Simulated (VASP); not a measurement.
# LaMg3 (P4/mmm) in VASP: further runs

The runs below take LaMg3 through single point, with LDA.

Program: VASP 6.6.1. These are calculated values, not measurements. Logs are shortened: lines on timing, memory, paths and dates and some standing lists are left out, and cuts for length are marked.

**1. The cell of the first run**

It takes space group P4/mmm (No. 123, tetragonal). Conventional cell: a = 4.589 Å, b = 4.589 Å, c = 4.795 Å, α = 90.00°, β = 90.00°, γ = 90.00°. Within 4.3 Å of La (site symmetry 4/mmm) lie 12 Mg at 3.24 to 3.32 Å. Mg (site symmetry mmm) has 8 Mg at 3.24 to 3.32 Å and 4 La at 3.32 Å within 4.3 Å. Within 4.3 Å of Mg (site symmetry 4/mmm) lie 4 La at 3.24 Å and 8 Mg at 3.32 Å.

**2. Single point, LDA**

File INCAR:

```
SYSTEM = LaMg3
ALGO = Normal
EDIFF = 1E-6
ENCUT = 520
GGA = CA
ISIF = 2
ISMEAR = -1
LASPH = .TRUE.
LCHARG = .FALSE.
LREAL = .FALSE.
LWAVE = .FALSE.
NBANDS = 16
NELM = 60
PREC = Accurate
SIGMA = 0.05
```

File KPOINTS:

```
k-points
0
G
  5 5 5
  0 0 0
```

File POSCAR:

```
LaMg3
1.0
    4.5886360202      0.0000000000      0.0000000000
    0.0000000000      4.5886360202      0.0000000000
    0.0000000000      0.0000000000      4.7954554323
La Mg
1 3
Direct
    0.0000000000      0.0000000000      0.0000000000
    0.5000000000      0.0000000000      0.5000000000
    0.5000000000      0.5000000000      0.0000000000
    0.0000000000      0.5000000000      0.5000000000
```

Potentials or basis: VASP PAW LDA potentials, release 64 (La, Mg).

The run is started by

```bash
cat potpaw_LDA.64/La/POTCAR potpaw_LDA.64/Mg/POTCAR > POTCAR
mpirun -np 1 vasp_std > vasp.out
```

OUTCAR:

```text
SYSTEM = LaMg3
   EDIFF = 1E-6
   ENCUT = 520
   GGA = CA
   ISIF = 2
   ISMEAR = -1
   LASPH = .TRUE.
   LREAL = .FALSE.
   NELM = 60
   PREC = Accurate

 ion  position               nearest neighbor table
   1  0.000  0.000  0.000-   3 3.24   3 3.24   3 3.24   3 3.24   4 3.32   2 3.32   4 3.32   4 3.32
                             2 3.32   4 3.32   2 3.32   2 3.32
   2  0.500  0.000  0.500-   4 3.24   4 3.24   4 3.24   4 3.24   3 3.32   3 3.32   3 3.32   3 3.32
                             1 3.32   1 3.32   1 3.32   1 3.32
   3  0.500  0.500  0.000-   1 3.24   1 3.24   1 3.24   1 3.24   4 3.32   2 3.32   2 3.32   2 3.32
                             4 3.32   4 3.32   4 3.32   2 3.32
   4  0.000  0.500  0.500-   2 3.24   2 3.24   2 3.24   2 3.24   3 3.32   1 3.32   1 3.32   1 3.32
                             3 3.32   3 3.32   3 3.32   1 3.32

  LATTYP: Found a simple tetragonal cell.
 ALAT       =     4.5886360202
 C/A-ratio  =     1.0450720892

  Lattice vectors:

 A1 = (   4.5886360202,   0.0000000000,   0.0000000000)
 A2 = (   0.0000000000,   4.5886360202,   0.0000000000)
 A3 = (   0.0000000000,   0.0000000000,   4.7954554323)

Analysis of symmetry for initial positions (statically):
=====================================================================
 Subroutine PRICEL returns:
 Original cell was already a primitive cell.

 Routine SETGRP: Setting up the symmetry group for a
 simple tetragonal supercell.

 Subroutine GETGRP returns: Found 16 space group operations
 (whereof 16 operations were pure point group operations)
 out of a pool of 16 trial point group operations.

The static configuration has the point symmetry D_4h.

Analysis of symmetry for dynamics (positions and initial velocities):
=====================================================================
 Subroutine PRICEL returns:
 Original cell was already a primitive cell.

 Routine SETGRP: Setting up the symmetry group for a
 simple tetragonal supercell.

 Subroutine GETGRP returns: Found 16 space group operations
 (whereof 16 operations were pure point group operations)
 out of a pool of 16 trial point group operations.

The dynamic configuration has the point symmetry D_4h.

 Subroutine INISYM returns: Found 16 space group operations
 (whereof 16 operations are pure point group operations),
 and found     1 'primitive' translations

----------------------------------------------------------------------------------------

                                     Primitive cell

  volume of cell :     100.9711

  direct lattice vectors                    reciprocal lattice vectors
     4.588636020  0.000000000  0.000000000     0.217929684  0.000000000  0.000000000
     0.000000000  4.588636020  0.000000000     0.000000000  0.217929684  0.000000000
     0.000000000  0.000000000  4.795455432     0.000000000  0.000000000  0.208530767

  length of vectors
     4.588636020  4.588636020  4.795455432     0.217929684  0.217929684  0.208530767

  position of ions in fractional coordinates (direct lattice)
     0.000000000  0.000000000  0.000000000
     0.500000000  0.000000000  0.500000000
     0.500000000  0.500000000  0.000000000
     0.000000000  0.500000000  0.500000000

  ion indices of the primitive-cell ions
   primitive index   ion index
                 1           1
                 2           2
                 3           3
                 4           4

----------------------------------------------------------------------------------------

 KPOINTS: k-points

Automatic generation of k-mesh.
 Grid dimensions read from file:
 generate k-points for:    5    5    5

 Generating k-lattice:

  Cartesian coordinates                     Fractional coordinates (reciprocal lattice)
     0.043585937  0.000000000  0.000000000     0.200000000  0.000000000  0.000000000
     0.000000000  0.043585937  0.000000000     0.000000000  0.200000000  0.000000000
     0.000000000  0.000000000  0.041706153     0.000000000  0.000000000  0.200000000

  Length of vectors
     0.043585937  0.043585937  0.041706153

  Shift w.r.t. Gamma in fractional coordinates (k-lattice)
     0.000000000  0.000000000  0.000000000

 Subroutine IBZKPT returns following result:
 ===========================================

 Found     18 irreducible k-points:

 Following reciprocal coordinates:
            Coordinates               Weight
  0.000000  0.000000  0.000000      1.000000
  0.200000  0.000000  0.000000      4.000000
  0.400000  0.000000  0.000000      4.000000
  0.200000  0.200000  0.000000      4.000000
  0.400000  0.200000  0.000000      8.000000
  0.400000  0.400000  0.000000      4.000000
[... 10 lines left out ...]
  0.400000  0.200000  0.400000     16.000000
  0.400000  0.400000  0.400000      8.000000
   k-points           NKPTS =     18   k-points in BZ     NKDIM =     18   number of bands    NBANDS=     16
   number of dos      NEDOS =    301   number of ions     NIONS =      4
   total plane-waves  NPLWV =  46656
   dimension x,y,z NGX =    36 NGY =   36 NGZ =   36
   dimension x,y,z NGXF=    72 NGYF=   72 NGZF=   72
   ions per type =               1   3
   NGX,Y,Z   is equivalent  to a cutoff of  13.04, 13.04, 12.48 a.u.
   NGXF,Y,Z  is equivalent  to a cutoff of  26.09, 26.09, 24.96 a.u.
 SYSTEM =  LaMg3
   PREC   = accura    normal or accurate (medium, high low for compatibility)
   ISTART =      0    job   : 0-new  1-cont  2-samecut
   ICHARG =      2    charge: 1-file 2-atom 10-const
   ISPIN  =      1    spin polarized calculation?
   LNONCOLLINEAR =      F non collinear calculations
   LSORBIT =      F    spin-orbit coupling
   LASPH  =      T    aspherical Exc in radial PAW
   ENCUT  =  520.0 eV  38.22 Ry    6.18 a.u.   8.53  8.53  8.92*2*pi/ulx,y,z
   NELM   =     60;   NELMIN=  2; NELMDL= -5     # of ELM steps
   EDIFF  = 0.1E-05   stopping-criterion for ELM
   LREAL  =      F    real-space projection
   EDIFFG = 0.1E-04   stopping-criterion for IOM
   NSW    =      0    number of steps for IOM
   IBRION =     -1    ionic relax: 0-MD 1-quasi-New 2-CG
   NFREE  =      0    steps in history (QN), initial steepest desc. (CG)
   ISIF   =      2    stress and relaxation
   ISYM   =      2    0-nonsym 1-usesym 2-fastsym
   POTIM  = 0.5000    time-step for ionic-motion
   TEBEG  =    0.0;   TEEND  =   0.0 temperature during run
   PSTRESS=    0.0 pullay stress
   NELECT =      17.0000    total number of electrons
   NUPDOWN=      -1.0000    fix difference up-down
   EMIN   =  10.00;   EMAX   =-10.00  energy-range for DOS
   EFERMI =   0.00;   METHOD = LEGACY
   ISMEAR =    -1;   SIGMA  =   0.05  broadening in eV -4-tet -1-fermi 0-gaus
   EFERMI_NEDOS =   21; number of points for ismear=-14 and -15
   IALGO  =     38    algorithm
   IMIX   =      4    mixing-type and parameters
     AMIX     =   0.40;   BMIX     =  1.00
     AMIX_MAG =   1.60;   BMIX_MAG =  1.00
  volume/ion in A,a.u.               =      25.24       170.35
  Fermi-wavevector in a.u.,A,eV,Ry     =   0.903980  1.708274 11.118404  0.817180
  Thomas-Fermi vector in A             =   2.027371
   LORBIT       =      0    0 simple, 1 ext, 2 COOP (PROOUT), +10 PAW based schemes
   GGA     = CA    functional components
   LHFCALC =     F    Hartree Fock is set to
   AEXX    =    0.0000 exact exchange contribution
   IVDW    =     0    specifies the selected vdW correction
   LEPSILON=     F    determine dielectric tensor
   LRPA    =     F    only Hartree local field effects (RPA)
 non-spin polarized calculation
  energy-cutoff  :      520.00
  volume of cell :      100.97
 maximum number of plane-waves:      2732
 NGX is ok and might be reduce to    36
   NGX = 17   NGY = 17   NGZ = 17

 number of electron      16.9999999 magnetization

 Free energy of the ion-electron system (eV)
  ---------------------------------------------------
  ext. energy  EPLUGINS =         0.00000000
  ---------------------------------------------------
  free energy    TOTEN  =       -11.19169158 eV

  energy without entropy =      -11.16167879  energy(sigma->0) =      -11.17668519

 E-fermi :   4.3565     XC(G=0):  -9.2217

 val. band max:        4.3120823386   @ k =   0.4000   0.2000   0.4000
 cond. band min:       4.3794992398   @ k =   0.2000   0.2000   0.0000
 fundamental gap:      0.0674169012
 Fermi energy:         4.3565404620

 k-point     1 :       0.0000    0.0000    0.0000
  band No.  band energies     occupation
      1     -28.0732      2.00000
      2     -11.8533      2.00000
      3     -11.8295      2.00000
      4     -11.8295      2.00000
      5      -1.4206      2.00000
      6       2.9456      2.00000
[... 8 lines left out ...]
     15       6.1484      0.00000
     16       6.2946      0.00000

 k-point     2 :       0.2000    0.0000    0.0000
  band No.  band energies     occupation
      1     -28.0710      2.00000
      2     -11.8874      2.00000
      3     -11.8484      2.00000
      4     -11.8249      2.00000
      5      -1.0667      2.00000
      6       2.6732      2.00000
[... 8 lines left out ...]
     15       6.3164      0.00000
     16       6.3347      0.00000

 k-point     3 :       0.4000    0.0000    0.0000
  band No.  band energies     occupation
      1     -28.0674      2.00000
      2     -11.9786      2.00000
      3     -11.8403      2.00000
      4     -11.8175      2.00000
      5      -0.1014      2.00000
      6       1.2790      2.00000
[... 8 lines left out ...]
     15       6.3442      0.00000
     16       6.3447      0.00000

 k-point     4 :       0.2000    0.2000    0.0000
  band No.  band energies     occupation
      1     -28.0688      2.00000
      2     -11.8846      2.00000
      3     -11.8777      2.00000
      4     -11.8435      2.00000
      5      -0.7325      2.00000
      6       2.7572      2.00000
[... 8 lines left out ...]
     15       6.3084      0.00000
     16       6.3108      0.00000

 k-point     5 :       0.4000    0.2000    0.0000
  band No.  band energies     occupation
      1     -28.0654      2.00000
      2     -11.9699      2.00000
      3     -11.8710      2.00000
      4     -11.8355      2.00000
      5       0.1610      2.00000
      6       1.4847      2.00000
[... 8 lines left out ...]
     15       6.3221      0.00000
     16       6.3275      0.00000

 k-point     6 :       0.4000    0.4000    0.0000
  band No.  band energies     occupation
      1     -28.0621      2.00000
      2     -11.9569      2.00000
      3     -11.9543      2.00000
      4     -11.8277      2.00000
      5       0.6720      2.00000
      6       1.9148      2.00000
[... 8 lines left out ...]
     15       6.2953      0.00000
     16       6.3219      0.00000
[... 153 lines left out ...]
 k-point    15 :       0.4000    0.0000    0.4000
  band No.  band energies     occupation
      1     -28.0644      2.00000
      2     -11.9632      2.00000
      3     -11.9348      2.00000
      4     -11.8103      2.00000
      5       0.5935      2.00000
      6       1.8551      2.00000
[... 8 lines left out ...]
     15       6.3015      0.00000
     16       6.3024      0.00000

 k-point    16 :       0.2000    0.2000    0.4000
  band No.  band energies     occupation
      1     -28.0658      2.00000
      2     -11.9403      2.00000
      3     -11.8739      2.00000
      4     -11.8677      2.00000
      5       0.3021      2.00000
      6       1.5983      2.00000
[... 8 lines left out ...]
     15       6.2861      0.00000
     16       6.3145      0.00000

 k-point    17 :       0.4000    0.2000    0.4000
  band No.  band energies     occupation
      1     -28.0624      2.00000
      2     -11.9549      2.00000
      3     -11.9270      2.00000
      4     -11.8610      2.00000
      5       0.8142      2.00000
      6       2.1023      2.00000
[... 8 lines left out ...]
     15       6.2902      0.00000
     16       6.3176      0.00000

 k-point    18 :       0.4000    0.4000    0.4000
  band No.  band energies     occupation
      1     -28.0593      2.00000
      2     -11.9425      2.00000
      3     -11.9402      2.00000
      4     -11.9143      2.00000
      5       1.3538      2.00000
      6       2.0789      2.00000
[... 8 lines left out ...]
     15       6.3180      0.00000
     16       6.3292      0.00000

------------------------ aborting loop because EDIFF is reached ----------------------------------------

  FORCE on cell =-STRESS in cart. coord.  units (eV):
  Direction    XX          YY          ZZ          XY          YZ          ZX
  --------------------------------------------------------------------------------------
  -------------------------------------------------------------------------------------
  Total        0.8631551      0.8631551      0.6613038      0.0000000      0.0000000     -0.0000000
  in kB       13.6962719     13.6962719     10.4933591      0.0000000      0.0000000     -0.0000000
  external PRESSURE =      12.6286343 kB  Pullay stress =       0.0000000 kB

 VOLUME and BASIS-vectors are now :
 -----------------------------------------------------------------------------
  energy-cutoff  :      520.00
  volume of cell :      100.97
      direct lattice vectors                 reciprocal lattice vectors
     4.588636020  0.000000000  0.000000000     0.217929684  0.000000000  0.000000000
     0.000000000  4.588636020  0.000000000     0.000000000  0.217929684  0.000000000
     0.000000000  0.000000000  4.795455432     0.000000000  0.000000000  0.208530767

 POSITION                                       TOTAL-FORCE (eV/Angst)
 -----------------------------------------------------------------------------------
      0.00000      0.00000      0.00000         0.000000      0.000000      0.000000
      2.29432      0.00000      2.39773         0.000000      0.000000      0.000000
      2.29432      2.29432      0.00000         0.000000      0.000000      0.000000
      0.00000      2.29432      2.39773         0.000000      0.000000      0.000000
 -----------------------------------------------------------------------------------
    total drift:                               -0.000000     -0.000000     -0.000000

  FREE ENERGIE OF THE ION-ELECTRON SYSTEM (eV)
  ---------------------------------------------------
  free  energy   TOTEN  =       -11.1916915820 eV

  energy  without entropy=      -11.1616787880  energy(sigma->0) =      -11.17668519
```

It took 15 s on 1 thread of AMD EPYC 9R45 (Zen 5), shared host; peak memory 0.16 GiB.

Results:

```
Free energy : -11.1917 eV
Pressure    : 1.3 GPa
```

Levels at points of the mesh, in eV from the Fermi level:
```tsv
k point	band 5	band 6	band 7	band 8	band 9	band 10	band 11	band 12
(0.00, 0.00, 0.00)	-5.78	-1.41	-1.19	0.47	0.83	0.83	1.69	1.70
```

Caveat: spin-orbit coupling is left out, which moves the levels of the heavy elements.

**3. Single point, LDA**

This run uses another cell than the first one, of 25.94 Å³/atom, 1.028 times its volume.

File INCAR:

```
PREC = Accurate ; ENCUT = 520
EDIFF = 1E-6 ; ISMEAR = -1
SIGMA = 0.05 ; LREAL = F
LASPH = T ; NELM = 100
ALGO = Normal ; ISIF = 2
LWAVE = F ; LCHARG = F
GGA = CA ; NBANDS = 16
```

File KPOINTS:

```
Automatic mesh
0
Gamma
  5 5 5
```

File POSCAR:

```
LaMg3
1.0
    4.6307359500      0.0000000000      0.0000000000
    0.0000000000      4.6307359500      0.0000000000
    0.0000000000      0.0000000000      4.8394528939
La Mg
1 3
Direct
    0.0000000000      0.0000000000      0.0000000000
    0.5000000000      0.0000000000      0.5000000000
    0.5000000000      0.5000000000      0.0000000000
    0.0000000000      0.5000000000      0.5000000000
```

Potentials or basis: VASP PAW LDA potentials, release 64 (La, Mg).

The run is started by

```bash
cat potpaw_LDA.64/La/POTCAR potpaw_LDA.64/Mg/POTCAR > POTCAR
mpirun -np 1 vasp_std > vasp.out
```

OUTCAR:

```text
PREC = Accurate
   ENCUT = 520
   EDIFF = 1E-6
   ISMEAR = -1
   LREAL = F
   LASPH = T
   NELM = 100
   ISIF = 2
   GGA = CA

 ion  position               nearest neighbor table
   1  0.000  0.000  0.000-   3 3.27   3 3.27   3 3.27   3 3.27   4 3.35   2 3.35   4 3.35   4 3.35
                             2 3.35   4 3.35   2 3.35   2 3.35
   2  0.500  0.000  0.500-   4 3.27   4 3.27   4 3.27   4 3.27   3 3.35   3 3.35   3 3.35   3 3.35
                             1 3.35   1 3.35   1 3.35   1 3.35
   3  0.500  0.500  0.000-   1 3.27   1 3.27   1 3.27   1 3.27   4 3.35   2 3.35   2 3.35   2 3.35
                             4 3.35   4 3.35   4 3.35   2 3.35
   4  0.000  0.500  0.500-   2 3.27   2 3.27   2 3.27   2 3.27   3 3.35   1 3.35   1 3.35   1 3.35
                             3 3.35   3 3.35   3 3.35   1 3.35

  LATTYP: Found a simple tetragonal cell.
 ALAT       =     4.6307359500
 C/A-ratio  =     1.0450720892

  Lattice vectors:

 A1 = (   4.6307359500,   0.0000000000,   0.0000000000)
 A2 = (   0.0000000000,   4.6307359500,   0.0000000000)
 A3 = (   0.0000000000,   0.0000000000,   4.8394528939)

Analysis of symmetry for initial positions (statically):
[... 171 lines left out ...]

 val. band max:        4.1217065369   @ k =   0.4000   0.2000   0.4000
 cond. band min:       4.2029280770   @ k =   0.2000   0.2000   0.0000
 fundamental gap:      0.0812215402
 Fermi energy:         4.1745273547

 k-point     1 :       0.0000    0.0000    0.0000
  band No.  band energies     occupation
      1     -28.3210      2.00000
      2     -12.0873      2.00000
      3     -12.0653      2.00000
      4     -12.0653      2.00000
      5      -1.5277      2.00000
      6       2.7996      2.00000
[... 319 lines left out ...]
      3     -12.1650      2.00000
      4     -12.1419      2.00000
      5       1.2160      2.00000
      6       1.9280      2.00000
[... 8 lines left out ...]
     15       6.0630      0.00000
     16       6.0769      0.00000

------------------------ aborting loop because EDIFF is reached ----------------------------------------

  FORCE on cell =-STRESS in cart. coord.  units (eV):
  Direction    XX          YY          ZZ          XY          YZ          ZX
  --------------------------------------------------------------------------------------
  -------------------------------------------------------------------------------------
  Total        0.1357516      0.1357516     -0.0530841      0.0000000      0.0000000     -0.0000000
  in kB        2.0958449      2.0958449     -0.8195558      0.0000000      0.0000000     -0.0000000
  external PRESSURE =       1.1240446 kB  Pullay stress =       0.0000000 kB

 VOLUME and BASIS-vectors are now :
 -----------------------------------------------------------------------------
  energy-cutoff  :      520.00
  volume of cell :      103.78
      direct lattice vectors                 reciprocal lattice vectors
     4.630735950  0.000000000  0.000000000     0.215948396  0.000000000  0.000000000
     0.000000000  4.630735950  0.000000000     0.000000000  0.215948396  0.000000000
     0.000000000  0.000000000  4.839452894     0.000000000  0.000000000  0.206634928

 POSITION                                       TOTAL-FORCE (eV/Angst)
 -----------------------------------------------------------------------------------
      0.00000      0.00000      0.00000         0.000000      0.000000      0.000000
      2.31537      0.00000      2.41973         0.000000      0.000000      0.000000
      2.31537      2.31537      0.00000         0.000000      0.000000      0.000000
      0.00000      2.31537      2.41973         0.000000      0.000000      0.000000
 -----------------------------------------------------------------------------------
    total drift:                               -0.000000     -0.000000     -0.000000

  FREE ENERGIE OF THE ION-ELECTRON SYSTEM (eV)
  ---------------------------------------------------
  free  energy   TOTEN  =       -11.2037097625 eV

  energy  without entropy=      -11.1738949346  energy(sigma->0) =      -11.18880235
```

stdout:

```text
POSCAR found type information on POSCAR LaMg
 POSCAR found :  2 types and       4 ions
 scaLAPACK will be used
 LDA part: xc-table for (Slater(with rela. corr.)+CA(PZ))
 , standard interpolation
 POSCAR, INCAR and KPOINTS ok, starting setup
 FFT: planning ... GRIDC
 FFT: planning ... GRID_SOFT
 FFT: planning ... GRID
 WAVECAR not read
 entering main loop
```

It took 16 s on 1 thread of AMD EPYC 9R45 (Zen 5), shared host; peak memory 0.16 GiB.

What came out:

```
Free energy : -11.2037 eV
Pressure    : 0.1 GPa
```

Levels at points of the mesh, in eV from the Fermi level:
| k point | band 4 | band 5 | band 6 | band 7 | band 8 | band 9 | band 10 | band 11 | band 12 | band 13 |
| --- | --- | --- | --- | --- | --- | --- | --- | --- | --- | --- |
| (0.00, 0.00, 0.00) | -16.24 | -5.70 | -1.37 | -1.15 | 0.45 | 0.80 | 0.80 | 1.63 | 1.64 | 1.64 |

Caveat: spin-orbit coupling is left out, which moves the levels of the heavy elements.

(Continued in part 2 of 2.)
